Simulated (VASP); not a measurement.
Crystal: ZnSe (Stilleite).

```
Zn Se
1.0
     0.00000    2.83380    2.83380
     2.83380    0.00000    2.83380
     2.83380    2.83380    0.00000
Zn Se
1 1
Direct
  0.00000 0.00000 0.00000
  0.25000 0.25000 0.25000
```

```yaml
Program: VASP 6.6.1
Task: relaxation of cell and atoms
Functional: LDA
Potentials_or_basis: VASP PAW LDA potentials, release 64 (Zn, Se)
Cutoff: 600 eV
k_mesh: 6 × 6 × 6
Occupations: gaussian, width 0.01 eV
Spin: no spin polarisation
```

At the start: pressure -3.1 GPa; volume 22.76 Å³/atom.

Problem. Where does the relaxation end?

Solution. Over 5 steps the energy falls by 10.8 meV/atom and the volume is 21.69 Å³/atom (-4.7 %); space group F-43m (No. 216, to 0.05 Å).

Step by step:
| step | energy change (eV) | largest force (eV/Å) | pressure (GPa) | volume (Å³) |
| --- | --- | --- | --- | --- |
| 1 | 0.0000 | 0.0000 | -3.11 | 45.51 |
| 2 | -0.0191 | 0.0000 | 1.19 | 42.66 |
| 3 | -0.0217 | 0.0000 | -0.16 | 43.36 |
| 4 | -0.0216 | 0.0000 | 0.12 | 43.28 |
| 5 | -0.0217 | 0.0000 | 0.02 | 43.37 |

Final structure:
```
Zn Se
1.0
     0.00000    2.78864    2.78864
     2.78864    0.00000    2.78864
     2.78864    2.78864    0.00000
Zn Se
1 1
Direct
  0.00000 0.00000 0.00000
  0.25000 0.25000 0.25000
```
